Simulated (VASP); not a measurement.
A run of VASP 6.6.1 is set up as follows.

File POSCAR:

```
GaGe
1.0
    0.0000000000      2.8978440000      2.8978440000
    2.8978440000      0.0000000000      2.8978440000
    2.8978440000      2.8978440000      0.0000000000
Ge Ga
1 1
Direct
    0.0000000000      0.0000000000      0.0000000000
    0.2500000000      0.2500000000      0.2500000000
```

File INCAR.step1:

```
PREC     = Accurate       # precision mode
ENCUT    = 520            # plane-wave cutoff, eV
EDIFF    = 1E-5           # SCF threshold, eV
ISMEAR   = -1             # smearing method
SIGMA    = 0.05           # smearing width, eV
LREAL    = False          # projectors in reciprocal space
LASPH    = True           # aspherical terms in the spheres
NELM     = 100            # most SCF steps
ALGO     = Normal         # electronic algorithm
ISIF     = 2              # what is computed and relaxed
LWAVE    = True           # write WAVECAR
NBANDS   = 20             # bands
GGA      = PE             # functional
KPAR     = 4
```

File INCAR.step2:

```
PREC     = Accurate       # precision mode
ENCUT    = 520            # plane-wave cutoff, eV
EDIFF    = 1E-6           # SCF threshold, eV
ISMEAR   = -1             # smearing method
SIGMA    = 0.05           # smearing width, eV
LREAL    = False          # projectors in reciprocal space
LASPH    = True           # aspherical terms in the spheres
NELM     = 100            # most SCF steps
ALGO     = Normal         # electronic algorithm
ISIF     = 2              # what is computed and relaxed
LWAVE    = False          # write WAVECAR
LCHARG   = True           # write CHGCAR
GGA      = PE             # functional
LHFCALC  = True           # exact exchange
HFSCREEN = 0.2079         # screening, 1/A
PRECFOCK = Normal       
LVHAR    = True         
NBANDS   = 20             # bands
ISTART   = 1            
KPAR     = 4
```

The input KPOINTS:

```
Automatic mesh
0
Gamma
  6 6 6
```

Potentials or basis: VASP PAW PBE potentials, release 64 (Ge_d, Ga_d).

Command:

```console
$ cat potpaw_PBE.64/Ge_d/POTCAR potpaw_PBE.64/Ga_d/POTCAR > POTCAR
$ cp INCAR.step1 INCAR
$ mpirun -np 4 vasp_std > vasp.out
$ cp INCAR.step2 INCAR
$ mpirun -np 4 vasp_std > vasp.out
```

Q: Predict the pressure.

A: -1.1 GPa.

Q: What does it give for the band gap on the k mesh?

A: Zero (an odd number of electrons rules out a gap without spin polarisation).

Caveat: the PAW data sets were made with another functional, which shifts forces and pressure a little; an odd number of electrons without spin polarisation forces a metal; a magnetic or distorted state may lie lower.
